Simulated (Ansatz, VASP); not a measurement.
## One calculation of Sn, two programs

```
Sn
1.0
     0.38947    3.48668    3.48668
     3.48668    0.38947    3.48668
     3.48668    3.48668    0.38947
Sn
2
Direct
  0.49111 0.49111 0.49111
  0.75889 0.75889 0.75889
```

Alike in both runs: task single point; functional PBEsol; k mesh 12 × 12 × 12; occupations gaussian, width 0.1 eV; no spin polarisation.

```csv
,VASP,Ansatz
version,VASP 6.6.1,Ansatz 0.2.0
potentials or method,"VASP PAW PBE potentials, release 64 (Sn_d), cutoff 520 eV","scalar-relativistic, plane waves, PAW"
valence electrons in the cell,28,28
```

```csv
,VASP,Ansatz,Ansatz less VASP
gap on the k mesh at the Fermi level (eV),none,none,-
pressure (GPa),4.3,4.4,+0.07
"traceless stress, the component that is largest in VASP (GPa)",-4.52,-4.52,-0.004
rms of the force components (eV/Å),0.839,0.840,+0.0011
```

VASP's potentials were made for PBE, not for PBEsol. Atom by atom the forces differ by 0.001 eV/Å (rms over components). A gap of «none» marks a metal or a gap that the smearing closes.
